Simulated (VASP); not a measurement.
# HfH8 (P-62m) in VASP: notebook

Runs on HfH8. Level: PBE. Tasks: single point, relaxation of cell and atoms.

All numbers are computed with VASP 6.6.1; they aren't measurements. Logs are shortened: lines on timing, memory, paths and dates and some standing lists are left out, and cuts for length are marked.

### 1 The cell of the first run

It takes space group P-62m (No. 189, hexagonal). Conventional cell: a = 3.597 Å, b = 3.597 Å, c = 5.765 Å, α = 90.00°, β = 90.00°, γ = 120.00°. Within 2.7 Å of Hf (site symmetry -62m) lie 6 H at 2.08 Å. Within 1.0 Å of H (site symmetry m) lie 1 H at 0.75 Å. H (site symmetry -6) has 3 H at 2.08 Å and 3 Hf at 2.08 Å within 2.7 Å.

The cell was generated, and may not be a known phase.

### 2 Single point, PBE

The input, INCAR:

```
SYSTEM = HfH8
PREC = Accurate
ENCUT = 500
EDIFF = 1E-6
ISMEAR = 0
SIGMA = 0.1
LREAL = .False.
LASPH = .True.
NELM = 120
ALGO = Normal
ISIF = 2
LWAVE = .False.
LCHARG = .False.
GGA = PE
NBANDS = 19
GGA_COMPAT = .False.
```

The input, KPOINTS:

```
regular mesh
0
Gamma
  6 6 4
  0 0 0
```

The input, POSCAR:

```
HfH8
1.0
    3.5967565671      0.0000000028      0.0000000000
   -1.7983782860      3.1148825570      0.0000000000
    0.0000000000      0.0000000000      5.7647880934
Hf H
1 8
Direct
    0.0000000000      0.0000000000      0.5000000000
    0.6187689162      0.7389110341      0.0000000000
    0.2610889659      0.8798578821      0.0000000000
    0.1201421179      0.3812310838      0.0000000000
    0.7389110341      0.6187689162      0.0000000000
    0.8798578821      0.2610889659      0.0000000000
    0.3812310838      0.1201421179      0.0000000000
    0.3333333333      0.6666666667      0.5000000000
    0.6666666667      0.3333333333      0.5000000000
```

Potentials or basis: VASP PAW PBE potentials, release 64 (Hf_pv, H).

The run is started by

```sh
> cat potpaw_PBE.64/Hf_pv/POTCAR potpaw_PBE.64/H/POTCAR > POTCAR
> mpirun -np 1 vasp_std > vasp.out
```

OUTCAR:

```text
SYSTEM = HfH8
   PREC = Accurate
   ENCUT = 500
   EDIFF = 1E-6
   ISMEAR = 0
   LREAL = .False.
   LASPH = .True.
   NELM = 120
   ISIF = 2
   GGA = PE

 ion  position               nearest neighbor table
   1  0.000  0.000  0.500-   8 2.08   9 2.08   9 2.08   8 2.08   9 2.08   8 2.08
   2  0.619  0.739  0.000-   5 0.75
   3  0.261  0.880  0.000-   7 0.75
   4  0.120  0.381  0.000-   6 0.75
   5  0.739  0.619  0.000-   2 0.75
   6  0.880  0.261  0.000-   4 0.75
   7  0.381  0.120  0.000-   3 0.75
   8  0.333  0.667  0.500-   1 2.08   1 2.08   1 2.08
   9  0.667  0.333  0.500-   1 2.08   1 2.08   1 2.08

  LATTYP: Found a hexagonal cell.
 ALAT       =     3.5967565671
 C/A-ratio  =     1.6027740510

  Lattice vectors:

 A1 = (   3.5967565671,   0.0000000028,   0.0000000000)
 A2 = (  -1.7983782860,   3.1148825570,   0.0000000000)
 A3 = (   0.0000000000,   0.0000000000,   5.7647880934)

Analysis of symmetry for initial positions (statically):
=====================================================================
 Subroutine PRICEL returns:
 Original cell was already a primitive cell.

 Routine SETGRP: Setting up the symmetry group for a
 hexagonal supercell.

 Subroutine GETGRP returns: Found 12 space group operations
 (whereof 12 operations were pure point group operations)
 out of a pool of 24 trial point group operations.

The static configuration has the point symmetry D_3h.

Analysis of symmetry for dynamics (positions and initial velocities):
=====================================================================
 Subroutine PRICEL returns:
 Original cell was already a primitive cell.

 Routine SETGRP: Setting up the symmetry group for a
 hexagonal supercell.

 Subroutine GETGRP returns: Found 12 space group operations
 (whereof 12 operations were pure point group operations)
 out of a pool of 24 trial point group operations.

The dynamic configuration has the point symmetry D_3h.

 Subroutine INISYM returns: Found 12 space group operations
 (whereof 12 operations are pure point group operations),
 and found     1 'primitive' translations

----------------------------------------------------------------------------------------

                                     Primitive cell

  volume of cell :      64.5857

  direct lattice vectors                    reciprocal lattice vectors
     3.596756567  0.000000003  0.000000000     0.278028268  0.160519696  0.000000000
    -1.798378286  3.114882557  0.000000000    -0.000000000  0.321039391  0.000000000
     0.000000000  0.000000000  5.764788093     0.000000000  0.000000000  0.173466914

  length of vectors
     3.596756567  3.596756567  5.764788093     0.321039391  0.321039391  0.173466914

  position of ions in fractional coordinates (direct lattice)
     0.000000000  0.000000000  0.500000000
     0.618768916  0.738911034  0.000000000
     0.261088966  0.879857882  0.000000000
     0.120142118  0.381231084  0.000000000
     0.738911034  0.618768916  0.000000000
     0.879857882  0.261088966  0.000000000
     0.381231084  0.120142118  0.000000000
     0.333333333  0.666666667  0.500000000
     0.666666667  0.333333333  0.500000000

  ion indices of the primitive-cell ions
   primitive index   ion index
                 1           1
                 2           2
                 3           3
                 4           4
                 5           5
                 6           6
                 7           7
                 8           8
                 9           9

----------------------------------------------------------------------------------------

 KPOINTS: regular mesh

Automatic generation of k-mesh.
 Grid dimensions read from file:
 generate k-points for:    6    6    4

 Generating k-lattice:

  Cartesian coordinates                     Fractional coordinates (reciprocal lattice)
     0.046338045  0.026753283  0.000000000     0.166666667  0.000000000  0.000000000
    -0.000000000  0.053506565  0.000000000     0.000000000  0.166666667  0.000000000
     0.000000000  0.000000000  0.043366728     0.000000000  0.000000000  0.250000000

  Length of vectors
     0.053506565  0.053506565  0.043366728

  Shift w.r.t. Gamma in fractional coordinates (k-lattice)
     0.000000000  0.000000000  0.000000000

 Subroutine IBZKPT returns following result:
 ===========================================

 Found     21 irreducible k-points:

 Following reciprocal coordinates:
            Coordinates               Weight
  0.000000  0.000000  0.000000      1.000000
  0.166667  0.000000  0.000000      6.000000
  0.333333 -0.000000  0.000000      6.000000
  0.500000  0.000000  0.000000      3.000000
  0.166667  0.166667  0.000000      6.000000
  0.333333  0.166667  0.000000     12.000000
[... 13 lines left out ...]
  0.333333  0.166667  0.500000     12.000000
  0.333333  0.333333  0.500000      2.000000
   k-points           NKPTS =     21   k-points in BZ     NKDIM =     21   number of bands    NBANDS=     19
   number of dos      NEDOS =    301   number of ions     NIONS =      9
   total plane-waves  NPLWV =  32928
   dimension x,y,z NGX =    28 NGY =   28 NGZ =   42
   dimension x,y,z NGXF=    56 NGYF=   56 NGZF=   84
   ions per type =               1   8
   NGX,Y,Z   is equivalent  to a cutoff of  12.94, 12.94, 12.11 a.u.
   NGXF,Y,Z  is equivalent  to a cutoff of  25.88, 25.88, 24.22 a.u.
 SYSTEM =  HfH8
   PREC   = accura    normal or accurate (medium, high low for compatibility)
   ISTART =      0    job   : 0-new  1-cont  2-samecut
   ICHARG =      2    charge: 1-file 2-atom 10-const
   ISPIN  =      1    spin polarized calculation?
   LNONCOLLINEAR =      F non collinear calculations
   LSORBIT =      F    spin-orbit coupling
   LASPH  =      T    aspherical Exc in radial PAW
   ENCUT  =  500.0 eV  36.75 Ry    6.06 a.u.   6.56  6.56 10.51*2*pi/ulx,y,z
   NELM   =    120;   NELMIN=  2; NELMDL= -5     # of ELM steps
   EDIFF  = 0.1E-05   stopping-criterion for ELM
   LREAL  =      F    real-space projection
   EDIFFG = 0.1E-04   stopping-criterion for IOM
   NSW    =      0    number of steps for IOM
   IBRION =     -1    ionic relax: 0-MD 1-quasi-New 2-CG
   NFREE  =      0    steps in history (QN), initial steepest desc. (CG)
   ISIF   =      2    stress and relaxation
   ISYM   =      2    0-nonsym 1-usesym 2-fastsym
   POTIM  = 0.5000    time-step for ionic-motion
   TEBEG  =    0.0;   TEEND  =   0.0 temperature during run
   PSTRESS=    0.0 pullay stress
   NELECT =      18.0000    total number of electrons
   NUPDOWN=      -1.0000    fix difference up-down
   EMIN   =  10.00;   EMAX   =-10.00  energy-range for DOS
   EFERMI =   0.00;   METHOD = LEGACY
   ISMEAR =     0;   SIGMA  =   0.10  broadening in eV -4-tet -1-fermi 0-gaus
   EFERMI_NEDOS =   21; number of points for ismear=-14 and -15
   IALGO  =     38    algorithm
   IMIX   =      4    mixing-type and parameters
     AMIX     =   0.40;   BMIX     =  1.00
     AMIX_MAG =   1.60;   BMIX_MAG =  1.00
  volume/ion in A,a.u.               =       7.18        48.43
  Fermi-wavevector in a.u.,A,eV,Ry     =   1.069351  2.020781 15.558421  1.143512
  Thomas-Fermi vector in A             =   2.205028
   LORBIT       =      0    0 simple, 1 ext, 2 COOP (PROOUT), +10 PAW based schemes
   GGA     = PE    functional components
   LHFCALC =     F    Hartree Fock is set to
   AEXX    =    0.0000 exact exchange contribution
   IVDW    =     0    specifies the selected vdW correction
   LEPSILON=     F    determine dielectric tensor
   LRPA    =     F    only Hartree local field effects (RPA)
 non-spin polarized calculation
 Gauss-broadening in eV      SIGMA  =   0.10
  energy-cutoff  :      500.00
  volume of cell :       64.59
 maximum number of plane-waves:      1677
 NGX is ok and might be reduce to    28
   NGX = 13   NGY = 13   NGZ = 21

 number of electron      17.9999997 magnetization

 Free energy of the ion-electron system (eV)
  ---------------------------------------------------
  ext. energy  EPLUGINS =         0.00000000
  ---------------------------------------------------
  free energy    TOTEN  =       -34.18999816 eV

  energy without entropy =      -34.17890454  energy(sigma->0) =      -34.18445135

 E-fermi :   2.0024     XC(G=0):  -9.2268

 val. band max:        1.9621103006   @ k =   0.3333  -0.0000   0.5000
 cond. band min:       2.0219636314   @ k =   0.3333  -0.0000   0.5000
 fundamental gap:      0.0598533308
 Fermi energy:         2.0023598954

 k-point     1 :       0.0000    0.0000    0.0000
  band No.  band energies     occupation
      1     -30.0502      2.00000
      2     -29.8204      2.00000
      3     -29.8204      2.00000
      4     -10.7660      2.00000
      5      -6.9333      2.00000
      6      -1.8115      2.00000
[... 11 lines left out ...]
     18      11.5071      0.00000
     19      12.3847      0.00000

 k-point     2 :       0.1667    0.0000    0.0000
  band No.  band energies     occupation
      1     -30.0452      2.00000
      2     -29.8727      2.00000
      3     -29.8314      2.00000
      4     -10.3745      2.00000
      5      -6.3513      2.00000
      6      -2.7540      2.00000
[... 11 lines left out ...]
     18      12.1764      0.00000
     19      12.7020      0.00000

 k-point     3 :       0.3333   -0.0000    0.0000
  band No.  band energies     occupation
      1     -30.0352      2.00000
      2     -29.9754      2.00000
      3     -29.8532      2.00000
      4      -9.2227      2.00000
      5      -5.0398      2.00000
      6      -4.9263      2.00000
[... 11 lines left out ...]
     18      10.7304      0.00000
     19      11.3641      0.00000

 k-point     4 :       0.5000    0.0000    0.0000
  band No.  band energies     occupation
      1     -30.0301      2.00000
      2     -30.0258      2.00000
      3     -29.8640      2.00000
      4      -7.4246      2.00000
      5      -7.3397      2.00000
      6      -4.0356      2.00000
[... 11 lines left out ...]
     18      11.0945      0.00000
     19      11.6406      0.00000

 k-point     5 :       0.1667    0.1667    0.0000
  band No.  band energies     occupation
      1     -30.0377      2.00000
      2     -29.9399      2.00000
      3     -29.8580      2.00000
      4      -9.6030      2.00000
      5      -5.3153      2.00000
      6      -3.7225      2.00000
[... 11 lines left out ...]
     18      11.4779      0.00000
     19      12.6836      0.00000
[... 268 lines left out ...]
      2     -30.0257      2.00000
      3     -29.8640      2.00000
      4      -7.4223      2.00000
      5      -7.2368      2.00000
      6      -4.1231      2.00000
[... 11 lines left out ...]
     18      11.4601      0.00000
     19      11.8855      0.00000

 k-point    19 :       0.1667    0.1667    0.5000
  band No.  band energies     occupation
      1     -30.0381      2.00000
      2     -29.9398      2.00000
      3     -29.8580      2.00000
      4      -9.5257      2.00000
      5      -5.5191      2.00000
      6      -3.6809      2.00000
[... 11 lines left out ...]
     18       8.8064      0.00000
     19      11.0824      0.00000

 k-point    20 :       0.3333    0.1667    0.5000
  band No.  band energies     occupation
      1     -30.0305      2.00000
      2     -29.9988      2.00000
      3     -29.8918      2.00000
      4      -8.0515      2.00000
      5      -5.9669      2.00000
      6      -4.2583      2.00000
[... 11 lines left out ...]
     18      10.2858      0.00000
     19      10.8388      0.00000

 k-point    21 :       0.3333    0.3333    0.5000
  band No.  band energies     occupation
      1     -30.0279      2.00000
      2     -29.9610      2.00000
      3     -29.9610      2.00000
      4      -6.3783      2.00000
      5      -6.3783      2.00000
      6      -6.1748      2.00000
[... 11 lines left out ...]
     18       9.3814      0.00000
     19       9.7188      0.00000

------------------------ aborting loop because EDIFF is reached ----------------------------------------

  FORCE on cell =-STRESS in cart. coord.  units (eV):
  Direction    XX          YY          ZZ          XY          YZ          ZX
  --------------------------------------------------------------------------------------
  -------------------------------------------------------------------------------------
  Total       -0.3089292     -0.3089292     -0.0464793      0.0000000      0.0000000      0.0000000
  in kB       -7.6636120     -7.6636120     -1.1530122      0.0000000      0.0000000      0.0000000
  external PRESSURE =      -5.4934121 kB  Pullay stress =       0.0000000 kB

 VOLUME and BASIS-vectors are now :
 -----------------------------------------------------------------------------
  energy-cutoff  :      500.00
  volume of cell :       64.59
      direct lattice vectors                 reciprocal lattice vectors
     3.596756567  0.000000003  0.000000000     0.278028268  0.160519696  0.000000000
    -1.798378286  3.114882557  0.000000000    -0.000000000  0.321039391  0.000000000
     0.000000000  0.000000000  5.764788093     0.000000000  0.000000000  0.173466914

 POSITION                                       TOTAL-FORCE (eV/Angst)
 -----------------------------------------------------------------------------------
      0.00000      0.00000      2.88239         0.000000     -0.000000     -0.000000
      0.89672      2.30162      0.00000         0.002391     -0.005638     -0.000000
     -0.64324      2.74065      0.00000         0.003687      0.004890      0.000000
     -0.25348      1.18749      0.00000        -0.006078      0.000749     -0.000000
      1.54490      1.92739      0.00000        -0.006078     -0.000749     -0.000000
      2.69510      0.81326      0.00000         0.002391      0.005638      0.000000
      1.15513      0.37423      0.00000         0.003687     -0.004890     -0.000000
     -0.00000      2.07659      2.88239         0.000000     -0.000000     -0.000000
      1.79838      1.03829      2.88239         0.000000     -0.000000     -0.000000
 -----------------------------------------------------------------------------------
    total drift:                                0.000000      0.000000      0.000000

  FREE ENERGIE OF THE ION-ELECTRON SYSTEM (eV)
  ---------------------------------------------------
  free  energy   TOTEN  =       -34.1899981603 eV

  energy  without entropy=      -34.1789045373  energy(sigma->0) =      -34.18445135
```

Wall time 15 s (1 thread of AMD EPYC 9R45 (Zen 5), shared host); peak memory 0.15 GiB.

What came out:

```yaml
Free_energy: -34.1900 eV
Pressure: -0.5 GPa
Largest_force: 0.006 eV/Å
Band_gap_on_the_k_mesh: zero (bands 9 and 10 overlap by 0.48 eV)
```

Forces on the atoms (eV/Å):
```
Hf   0.000  0.000  0.000
H    0.002 -0.006  0.000
H    0.004  0.005  0.000
H   -0.006  0.001  0.000
H   -0.006 -0.001  0.000
H    0.002  0.006  0.000
H    0.004 -0.005  0.000
H    0.000  0.000  0.000
H    0.000  0.000  0.000
```

Caveat: spin-orbit coupling is left out, which moves the levels of the heavy elements.

### 3 Single point, PBE

This run uses another cell than the first one, of 7.72 Å³/atom.

The input, INCAR:

```
PREC = Accurate
ENCUT = 500
EDIFF = 1E-6
ISMEAR = 0
SIGMA = 0.1
LREAL = F
LASPH = T
NELM = 120
ALGO = Normal
ISIF = 2
LWAVE = F
LCHARG = F
GGA = PE
NBANDS = 19
GGA_COMPAT = F
```

The input, KPOINTS:

```
regular mesh
0
Gamma
  6 6 4
```

The input, POSCAR:

```
HfH8
1.0
    3.7665371500      0.0000000000      0.0000000000
   -1.8832685800      3.2619168600      0.0000000000
    0.0000000000      0.0000000000      5.6556795000
Hf H
1 8
Direct
    0.0000000000      0.0000000000      0.5000000000
    0.5173141200      0.6693063600      0.0000000000
    0.3306936400      0.8480077600      0.0000000000
    0.1519922400      0.4826858800      0.0000000000
    0.6693063600      0.5173141200      0.0000000000
    0.8480077600      0.3306936400      0.0000000000
    0.4826858800      0.1519922400      0.0000000000
    0.3333333300      0.6666666700      0.5000000000
    0.6666666700      0.3333333300      0.5000000000
```

Potentials or basis: VASP PAW PBE potentials, release 64 (Hf_pv, H).

The run is started by

```sh
> cat potpaw_PBE.64/Hf_pv/POTCAR potpaw_PBE.64/H/POTCAR > POTCAR
> mpirun -np 1 vasp_std > vasp.out
```

Wall time 14 s (1 thread of AMD EPYC 9R45 (Zen 5), shared host); peak memory 0.15 GiB.

Results (log left out):

| Item | Value |
| --- | --- |
| Free energy | -31.8749 eV |
| Pressure | -9.5 GPa |
| Largest force | 2.400 eV/Å |
| Band gap on the k mesh | zero (bands 9 and 10 overlap by 0.54 eV) |

Forces in eV/Å, atoms in the order of the input:
```
Hf   0.000  0.000  0.000
H    2.295 -0.702  0.000
H   -0.540  2.339  0.000
H   -1.756 -1.637  0.000
H   -1.756  1.637  0.000
H    2.295  0.702  0.000
H   -0.540 -2.339  0.000
H    0.000  0.000  0.000
H    0.000  0.000  0.000
```

Stress tensor (GPa, compression positive):
```
-13.28   0.00   0.00
  0.00 -13.28   0.00
  0.00   0.00  -1.97
```

Levels at points of the mesh, in eV from the Fermi level:
```csv
k point,band 7,band 8,band 9,band 10,band 11,band 12
"(0.00, 0.00, 0.00)",-1.96,-1.96,-0.39,-0.23,-0.02,-0.02
"(0.50, 0.00, 0.00)",-4.81,-3.28,-0.95,-0.02,1.29,2.47
"(0.00, 0.00, 0.50)",-1.91,-1.91,-0.72,-0.39,-0.14,-0.14
"(0.50, 0.00, 0.50)",-5.04,-3.24,-0.16,0.29,0.86,2.07
```

Caveat: the stress differs along the axes, from -13 to -2 GPa; spin-orbit coupling is left out, which moves the levels of the heavy elements; forces of over 1 eV/Å act on the atoms, so gaps and moduli don't describe the material at rest.

(Part 1 of 2 ends here.)

The gap in the log of VASP goes by the Fermi energy; the results here count the filled bands.